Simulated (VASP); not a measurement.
Runs of VASP 6.6.1 on LiH. The structure is that of space group Fm-3m (No. 225), or close to it. The cells are those of the table. 

```csv
level,cell,k mesh,grid for exact exchange (PRECFOCK),share of exact exchange,screening parameter,gap on the mesh (eV)
HSE06,"a = 2.833, b = 2.811, c = 2.811 Å, angles 60.5, 59.8, 59.8°, 2 atoms",8 × 8 × 8,Normal,0.25,0.2079 1/Å,3.80
PBE,"a = 2.847, b = 2.847, c = 2.875 Å, angles 59.7, 59.7, 60.6°, 2 atoms",6 × 6 × 6,-,-,-,(c)
PBE,"a = 2.824 Å, angles 59.6°, 2 atoms",6 × 6 × 6,-,-,-,(a)
PBE,"a = 2.783, b = 2.783, c = 2.691 Å, angles 61.1, 61.1, 57.8°, 2 atoms",6 × 6 × 6,-,-,-,2.14
PBE,"a = 2.776 Å, angles 60.0°, 2 atoms",6 × 6 × 6,-,-,-,2.93
HSE06,"a = 2.783, b = 2.783, c = 2.691 Å, angles 61.1, 61.1, 57.8°, 2 atoms",8 × 8 × 8,Normal,0.25,0.2079 1/Å,3.10
HSE06,"a = 2.847, b = 2.847, c = 2.875 Å, angles 59.7, 59.7, 60.6°, 2 atoms",8 × 8 × 8,Normal,0.25,0.2079 1/Å,(b)
PBE,"a = 2.833, b = 2.811, c = 2.811 Å, angles 60.5, 59.8, 59.8°, 2 atoms",6 × 6 × 6,-,-,-,2.82
```

Alike in all rows: task single point; potentials or basis VASP PAW PBE potentials, release 64 (Li_sv, H); no spin polarisation; cutoff (eV) 520; smearing gaussian 0.01 eV.

**Question.** Estimate the missing entries.

**Answer.** (a) 2.96; (b) 3.79; (c) 2.81.

Caveats: some runs use coarse meshes.

A k mesh can miss the band edges.
